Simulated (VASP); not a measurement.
# Al3BN2 (Pmm2) in VASP: relaxation of cell and atoms with PBE

Aim: the relaxation of cell and atoms of Al3BN2 with PBE.

All numbers are computed with VASP 6.6.1; they aren't measurements. Logs are shortened: lines on timing, memory, paths and dates and some standing lists are left out, and cuts for length are marked.

## (1) The cell of the first run

The structure is orthorhombic, space group Pmm2 (No. 25). Conventional cell: a = 3.073 Å, b = 3.854 Å, c = 6.830 Å, α = 90.00°, β = 90.00°, γ = 90.00°. Within 3.1 Å of Al (site symmetry mm2) lie 5 Al at 2.33 to 3.07 Å and 6 N at 2.77 to 2.85 Å. Within 2.9 Å of Al (site symmetry mm2) lie 2 B at 2.16 Å and 1 Al at 2.38 Å and 6 N at 2.56 to 2.70 Å. Al (site symmetry mm2) has 1 B at 2.16 Å and 4 Al at 2.33 to 3.07 Å and 6 N at 2.70 to 3.00 Å within 3.1 Å. B (site symmetry mm2) has 3 Al at 2.16 Å and 6 N at 2.60 to 2.69 Å within 2.9 Å. Within 3.4 Å of N (site symmetry mm2) lie 2 B at 2.60 Å and 10 Al at 2.70 to 3.00 Å and 2 N at 3.07 Å. Within 3.4 Å of N (site symmetry mm2) lie 8 Al at 2.56 to 2.85 Å and 4 B at 2.69 Å and 2 N at 3.07 Å.

The cell was built from a structure type or drawn by symmetry, and may not be a known phase.

## (2) Relaxation of cell and atoms, PBE

File INCAR:

```
SYSTEM = Al3BN2
  ALGO = Normal
  EDIFF = 1E-7
  EDIFFG = -0.08
  ENCUT = 600
  GGA = PE
  GGA_COMPAT = .False.
  IBRION = 2
  ISIF = 3
  ISMEAR = 0
  LASPH = .True.
  LCHARG = .False.
  LREAL = .False.
  LWAVE = .False.
  NELM = 120
  NELMIN = 4
  NSW = 36
  PREC = Accurate
  SIGMA = 0.15
```

File KPOINTS:

```
k-points
0
Gamma
  4 3 2
  0 0 0
```

File POSCAR:

```
Al3BN2
1.0
    3.0731530500      0.0000000000      0.0000000000
    0.0000000000      3.8538570700      0.0000000000
    0.0000000000      0.0000000000      6.8297744600
Al B N
3 1 2
Direct
    0.5000000000      0.0000000000      0.8356419800
    0.5000000000      0.0000000000      0.1842440100
    0.5000000000      0.5000000000      0.6444760000
    0.5000000000      0.5000000000      0.3286680000
    0.0000000000      0.5000000000      0.0222820000
    0.0000000000      0.0000000000      0.4846880100
```

Potentials or basis: VASP PAW PBE potentials, release 64 (Al, B, N).

Started as:

```bash
$ cat potpaw_PBE.64/Al/POTCAR potpaw_PBE.64/B/POTCAR potpaw_PBE.64/N/POTCAR > POTCAR
$ mpirun -np 1 vasp_std > vasp.out
```

OUTCAR:

```text
SYSTEM = Al3BN2
   EDIFF = 1E-7
   EDIFFG = -0.08
   ENCUT = 600
   GGA = PE
   IBRION = 2
   ISIF = 3
   ISMEAR = 0
   LASPH = .True.
   LREAL = .False.
   NELM = 120
   NELMIN = 4
   NSW = 36
   PREC = Accurate

 ion  position               nearest neighbor table
   1  0.500  0.000  0.836-   3 2.33   3 2.33   2 2.38
   2  0.500  0.000  0.184-   4 2.16   4 2.16   1 2.38   6 2.56   6 2.56
   3  0.500  0.500  0.644-   4 2.16   1 2.33   1 2.33
   4  0.500  0.500  0.329-   3 2.16   2 2.16   2 2.16
   5  0.000  0.500  0.022-
   6  0.000  0.000  0.485-   2 2.56   2 2.56

  LATTYP: Found a simple orthorhombic cell.
 ALAT       =     3.0731530500
 B/A-ratio  =     1.2540400713
 C/A-ratio  =     2.2223997142

  Lattice vectors:

 A1 = (   3.0731530500,   0.0000000000,   0.0000000000)
 A2 = (   0.0000000000,   3.8538570700,   0.0000000000)
 A3 = (   0.0000000000,   0.0000000000,   6.8297744600)

Analysis of symmetry for initial positions (statically):
=====================================================================
 Subroutine PRICEL returns:
 Original cell was already a primitive cell.

 Routine SETGRP: Setting up the symmetry group for a
 simple orthorhombic supercell.

 Subroutine GETGRP returns: Found  4 space group operations
 (whereof  4 operations were pure point group operations)
 out of a pool of  8 trial point group operations.

The static configuration has the point symmetry C_2v.

Analysis of symmetry for dynamics (positions and initial velocities):
=====================================================================
 Subroutine PRICEL returns:
 Original cell was already a primitive cell.

 Routine SETGRP: Setting up the symmetry group for a
 simple orthorhombic supercell.

 Subroutine GETGRP returns: Found  4 space group operations
 (whereof  4 operations were pure point group operations)
 out of a pool of  8 trial point group operations.

The dynamic configuration has the point symmetry C_2v.

 Subroutine INISYM returns: Found  4 space group operations
 (whereof  4 operations are pure point group operations),
 and found     1 'primitive' translations

----------------------------------------------------------------------------------------

                                     Primitive cell

  volume of cell :      80.8884

  direct lattice vectors                    reciprocal lattice vectors
     3.073153050  0.000000000  0.000000000     0.325398698  0.000000000  0.000000000
     0.000000000  3.853857070  0.000000000     0.000000000  0.259480303  0.000000000
     0.000000000  0.000000000  6.829774460     0.000000000  0.000000000  0.146417719

  length of vectors
     3.073153050  3.853857070  6.829774460     0.325398698  0.259480303  0.146417719

  position of ions in fractional coordinates (direct lattice)
     0.500000000  0.000000000  0.835641980
     0.500000000  0.000000000  0.184244010
     0.500000000  0.500000000  0.644476000
     0.500000000  0.500000000  0.328668000
     0.000000000  0.500000000  0.022282000
     0.000000000  0.000000000  0.484688010

  ion indices of the primitive-cell ions
   primitive index   ion index
                 1           1
                 2           2
                 3           3
                 4           4
                 5           5
                 6           6

----------------------------------------------------------------------------------------

 KPOINTS: k-points

Automatic generation of k-mesh.
 Grid dimensions read from file:
 generate k-points for:    4    3    2

 Generating k-lattice:

  Cartesian coordinates                     Fractional coordinates (reciprocal lattice)
     0.081349674  0.000000000  0.000000000     0.250000000  0.000000000  0.000000000
     0.000000000  0.086493434  0.000000000     0.000000000  0.333333333  0.000000000
     0.000000000  0.000000000  0.073208860     0.000000000  0.000000000  0.500000000

  Length of vectors
     0.081349674  0.086493434  0.073208860

  Shift w.r.t. Gamma in fractional coordinates (k-lattice)
     0.000000000  0.000000000  0.000000000

 Subroutine IBZKPT returns following result:
 ===========================================

 Found     12 irreducible k-points:

 Following reciprocal coordinates:
            Coordinates               Weight
  0.000000  0.000000  0.000000      1.000000
  0.250000  0.000000  0.000000      2.000000
  0.500000  0.000000  0.000000      1.000000
  0.000000  0.333333  0.000000      2.000000
  0.250000  0.333333  0.000000      4.000000
  0.500000  0.333333  0.000000      2.000000
  0.000000  0.000000  0.500000      1.000000
  0.250000  0.000000  0.500000      2.000000
  0.500000  0.000000  0.500000      1.000000
  0.000000  0.333333  0.500000      2.000000
  0.250000  0.333333  0.500000      4.000000
  0.500000  0.333333  0.500000      2.000000
   k-points           NKPTS =     12   k-points in BZ     NKDIM =     12   number of bands    NBANDS=     15
   number of dos      NEDOS =    301   number of ions     NIONS =      6
   total plane-waves  NPLWV =  50176
   dimension x,y,z NGX =    28 NGY =   32 NGZ =   56
   dimension x,y,z NGXF=    56 NGYF=   64 NGZF=  112
   ions per type =               3   1   2
   NGX,Y,Z   is equivalent  to a cutoff of  15.15, 13.80, 13.63 a.u.
   NGXF,Y,Z  is equivalent  to a cutoff of  30.29, 27.61, 27.26 a.u.
 SYSTEM =  Al3BN2
   PREC   = accura    normal or accurate (medium, high low for compatibility)
   ISTART =      0    job   : 0-new  1-cont  2-samecut
   ICHARG =      2    charge: 1-file 2-atom 10-const
   ISPIN  =      1    spin polarized calculation?
   LNONCOLLINEAR =      F non collinear calculations
   LSORBIT =      F    spin-orbit coupling
   LASPH  =      T    aspherical Exc in radial PAW
   ENCUT  =  600.0 eV  44.10 Ry    6.64 a.u.   6.14  7.70 13.64*2*pi/ulx,y,z
   NELM   =    120;   NELMIN=  4; NELMDL= -5     # of ELM steps
   EDIFF  = 0.1E-06   stopping-criterion for ELM
   LREAL  =      F    real-space projection
   EDIFFG = -.8E-01   stopping-criterion for IOM
   NSW    =     36    number of steps for IOM
   IBRION =      2    ionic relax: 0-MD 1-quasi-New 2-CG
   NFREE  =      1    steps in history (QN), initial steepest desc. (CG)
   ISIF   =      3    stress and relaxation
   ISYM   =      2    0-nonsym 1-usesym 2-fastsym
   POTIM  = 0.5000    time-step for ionic-motion
   TEBEG  =    0.0;   TEEND  =   0.0 temperature during run
   PSTRESS=    0.0 pullay stress
   NELECT =      22.0000    total number of electrons
   NUPDOWN=      -1.0000    fix difference up-down
   EMIN   =  10.00;   EMAX   =-10.00  energy-range for DOS
   EFERMI =   0.00;   METHOD = LEGACY
   ISMEAR =     0;   SIGMA  =   0.15  broadening in eV -4-tet -1-fermi 0-gaus
   EFERMI_NEDOS =   21; number of points for ismear=-14 and -15
   IALGO  =     38    algorithm
   IMIX   =      4    mixing-type and parameters
     AMIX     =   0.40;   BMIX     =  1.00
     AMIX_MAG =   1.60;   BMIX_MAG =  1.00
  volume/ion in A,a.u.               =      13.48        90.98
  Fermi-wavevector in a.u.,A,eV,Ry     =   1.060686  2.004407 15.307312  1.125056
  Thomas-Fermi vector in A             =   2.196076
   LORBIT       =      0    0 simple, 1 ext, 2 COOP (PROOUT), +10 PAW based schemes
   GGA     = PE    functional components
   LHFCALC =     F    Hartree Fock is set to
   AEXX    =    0.0000 exact exchange contribution
   IVDW    =     0    specifies the selected vdW correction
   LEPSILON=     F    determine dielectric tensor
   LRPA    =     F    only Hartree local field effects (RPA)
 conjugate gradient relaxation of ions
 non-spin polarized calculation
 Gauss-broadening in eV      SIGMA  =   0.15
  energy-cutoff  :      600.00
  volume of cell :       80.89
 maximum number of plane-waves:      2732
 NGX is ok and might be reduce to    28
   NGX = 13   NGY = 15   NGZ = 27

--------------------------------------- Ionic step        1  -------------------------------------------

 number of electron      21.9999999 magnetization

 Free energy of the ion-electron system (eV)
  ---------------------------------------------------
  ext. energy  EPLUGINS =         0.00000000
  ---------------------------------------------------
  free energy    TOTEN  =       -24.61608760 eV

  energy without entropy =      -24.57001132  energy(sigma->0) =      -24.59304946

------------------------ aborting loop because EDIFF is reached ----------------------------------------

  FORCE on cell =-STRESS in cart. coord.  units (eV):
  Direction    XX          YY          ZZ          XY          YZ          ZX
  --------------------------------------------------------------------------------------
  -------------------------------------------------------------------------------------
  Total       -2.1267440     -3.3745116      0.1720430      0.0000000      0.0000000      0.0000000
  in kB      -42.1249743    -66.8398314      3.4077003      0.0000000      0.0000000      0.0000000
  external PRESSURE =     -35.1857018 kB  Pullay stress =       0.0000000 kB
[... 101 lines left out ...]
  FREE ENERGIE OF THE ION-ELECTRON SYSTEM (eV)
  ---------------------------------------------------
  free  energy   TOTEN  =       -26.0641326830 eV

  energy  without entropy=      -26.0336043377  energy(sigma->0) =      -26.04886851

 E-fermi :   5.7802     XC(G=0):  -9.8732

 val. band max:        5.7277774037   @ k =   0.2500   0.3333   0.5000
 cond. band min:       5.8186102064   @ k =   0.5000   0.3333   0.5000
 fundamental gap:      0.0908328027
 Fermi energy:         5.7802485235

 k-point     1 :       0.0000    0.0000    0.0000
  band No.  band energies     occupation
      1     -11.2676      2.00000
      2     -10.8515      2.00000
      3      -3.0736      2.00000
      4      -0.7735      2.00000
      5      -0.1422      2.00000
      6       1.1997      2.00000
      7       1.2560      2.00000
      8       1.6504      2.00000
      9       3.9565      2.00000
     10       4.0076      2.00000
     11       4.4179      2.00000
     12       6.7156      0.00000
     13       7.8577      0.00000
     14       8.6204      0.00000
[... 185 lines left out ...]
      2      -8.6255      2.00000
      3      -3.6437      2.00000
      4      -1.9594      2.00000
      5       0.4926      2.00000
      6       1.2651      2.00000
      7       1.6396      2.00000
      8       2.4713      2.00000
      9       2.5580      2.00000
     10       3.7661      2.00000
     11       5.6954      1.57640
     12       5.8186      0.71759
     13       6.0666      0.00693
     14       8.4708      0.00000
     15       8.4719      0.00000

[... ionic steps 4 to 28 ...]

--------------------------------------- Ionic step       29  -------------------------------------------

 number of electron      21.9999999 magnetization

------------------------ aborting loop because EDIFF is reached ----------------------------------------
[... 75 lines left out ...]
--------------------------------------- Ionic step       31  -------------------------------------------

 number of electron      22.0000000 magnetization

 Free energy of the ion-electron system (eV)
  ---------------------------------------------------
  ext. energy  EPLUGINS =         0.00000000
  ---------------------------------------------------
  free energy    TOTEN  =       -35.22836880 eV

  energy without entropy =      -35.22303980  energy(sigma->0) =      -35.22570430

 E-fermi :   9.3276     XC(G=0): -11.0972

 val. band max:        9.2221684839   @ k =   0.5000   0.0000   0.5000
 cond. band min:       9.4832144896   @ k =   0.5000   0.3333   0.5000
 fundamental gap:      0.2610460057
 Fermi energy:         9.3275973374

 k-point     1 :       0.0000    0.0000    0.0000
  band No.  band energies     occupation
      1      -9.9643      2.00000
      2      -8.7669      2.00000
      3      -1.8590      2.00000
      4       1.3235      2.00000
      5       1.6177      2.00000
      6       4.0050      2.00000
      7       4.2750      2.00000
      8       5.3046      2.00000
      9       6.7529      2.00000
     10       6.9381      2.00000
     11       8.8238      2.00000
     12      10.9280      0.00000
     13      12.4850      0.00000
     14      12.5235      0.00000
[... 230 lines left out ...]
  FREE ENERGIE OF THE ION-ELECTRON SYSTEM (eV)
  ---------------------------------------------------
  free  energy   TOTEN  =       -35.2283688017 eV

  energy  without entropy=      -35.2230397994  energy(sigma->0) =      -35.22570430

 reached required accuracy - stopping structural energy minimisation
```

Wall time 4.5 min (1 thread of Intel Xeon 6975P-C (Granite Rapids), shared host); peak memory 0.23 GiB.

Results:

| Quantity | Value |
| --- | --- |
| Free energy | -35.2284 eV |
| Relaxed volume | 10.66 Å³/atom |
| Relaxed cell | a = 2.621 Å, b = 2.943 Å, c = 8.295 Å, α = 90.00°, β = 90.00°, γ = 90.00° |
| Space group after relaxing (to 0.1 Å) | Pmm2 (No. 25) |
| Energy gained by relaxing | 1768.7 meV/atom |
| Ionic steps | 31 |
| Pressure after relaxing | 0.0 GPa |
| Largest force after relaxing | 0.023 eV/Å |
| Band gap on the k mesh | zero (bands 11 and 12 overlap by 1.63 eV) |

Forces in eV/Å, atoms in the order of the input:
```
Al   0.000  0.000  0.018
Al   0.000  0.000  0.009
Al   0.000  0.000  0.006
B    0.000  0.000 -0.023
N    0.000  0.000 -0.009
N    0.000  0.000 -0.002
```

Step by step:
```tsv
step	energy change (eV)	largest force (eV/Å)	pressure (GPa)	volume (Å³)
1	0.0000	3.5523	-3.52	80.89
2	-1.0094	1.8302	-1.35	77.46
3	-1.4480	3.5615	4.12	74.06
4	-2.1216	2.6941	1.97	74.56
5	-4.9889	6.5180	-0.14	75.61
6	-4.0411	11.2122	44.70	75.72
7	-7.7171	3.3223	13.46	75.98
8	-7.3035	4.8961	1.11	75.82
9	-7.9698	2.2150	7.49	75.95
10	-8.2221	1.8562	0.42	86.80
11	-8.3210	2.0094	2.73	82.26
12	-8.6676	1.1473	-9.99	88.49
13	-8.6994	0.9344	-7.62	87.18
14	-9.0873	1.3610	-8.56	83.74
15	-9.2086	2.1425	-8.84	81.30
16	-9.6366	1.0366	-1.23	74.02
17	-9.6955	1.2330	4.07	70.50
18	-9.9461	1.6114	2.89	67.71
19	-9.9552	1.8579	2.83	66.84
20	-10.1929	1.1599	-2.13	67.09
21	-10.2568	2.3243	-7.45	67.47
22	-10.2978	1.4687	-5.72	67.32
23	-10.4633	1.3991	-4.43	66.34
24	-10.5358	1.3538	-2.47	65.23
25	-10.5880	0.6039	-0.98	64.73
26	-10.6009	0.3085	0.38	64.34
27	-10.6049	0.2289	-0.02	64.41
28	-10.6077	0.1083	-0.72	64.53
29	-10.6098	0.0959	-0.37	64.32
30	-10.6116	0.0899	0.34	63.92
31	-10.6123	0.0227	-0.01	63.99
```

Final structure:
```cif
data_structure
_symmetry_space_group_name_H-M 'P 1'
_symmetry_Int_Tables_number 1
_cell_length_a 2.6206
_cell_length_b 2.9434
_cell_length_c 8.2955
_cell_angle_alpha 90.000
_cell_angle_beta 90.000
_cell_angle_gamma 90.000
_cell_volume 63.99
loop_
_atom_site_label
_atom_site_type_symbol
_atom_site_fract_x
_atom_site_fract_y
_atom_site_fract_z
_atom_site_occupancy
Al1 Al 0.50000 0.00000 0.89853 1
Al2 Al 0.50000 0.00000 0.32743 1
Al3 Al 0.50000 0.50000 0.61096 1
B1 B 0.50000 0.50000 0.13435 1
N1 N 0.00000 0.50000 0.02593 1
N2 N 0.00000 0.00000 0.50280 1
```

Levels at points of the mesh, in eV from the Fermi level:
```tsv
k point	band 9	band 10	band 11	band 12	band 13	band 14
(0.00, 0.00, 0.00)	-2.57	-2.39	-0.50	1.60	3.16	3.20
(0.50, 0.00, 0.00)	-2.97	-2.71	-1.81	1.20	1.71	2.05
(0.00, 0.00, 0.50)	-4.03	-2.58	0.45	1.12	3.22	3.56
(0.50, 0.00, 0.50)	-2.97	-2.71	-0.41	-0.11	2.05	2.58
```

Caveat: the k points lie up to 0.71 Å⁻¹ apart in the final cell, too coarse for converged energies and pressures of a metal; the volume moved by over 15 % at a fixed basis, so the end points are rough.
